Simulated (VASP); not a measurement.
The system is RbCl.

```
Rb Cl
1.0
     0.00000    3.30573    3.30573
     3.30573    0.00000    3.30573
     3.30573    3.30573    0.00000
Rb Cl
1 1
Direct
  0.00000 0.00000 0.00000
  0.50000 0.50000 0.50000
```

Base run:

```yaml
Program: VASP 6.6.1
Functional: PBE
Potentials_or_basis: VASP PAW PBE potentials, release 64 (Rb_sv, Cl)
Cutoff: 500 eV
k_mesh: 6 × 6 × 6
Occupations: gaussian, width 0.01 eV
Spin: no spin polarisation
```

Its results: band gap on the k mesh 4.95 eV, direct; pressure 0.6 GPa.

Problem. The run is repeated on the same cell with these changes: functional from PBE to r2SCAN; cutoff from 500 eV to 550 eV. What comes out?

Solution. Band gap on the k mesh 5.56 eV, direct; pressure 0.0 GPa.

r2SCAN gives the wider gap, since meta-GGAs in the generalised Kohn-Sham scheme recover part of the derivative discontinuity.

Caveats: the PAW data sets were made with another functional, which shifts forces and pressure a little (some runs).

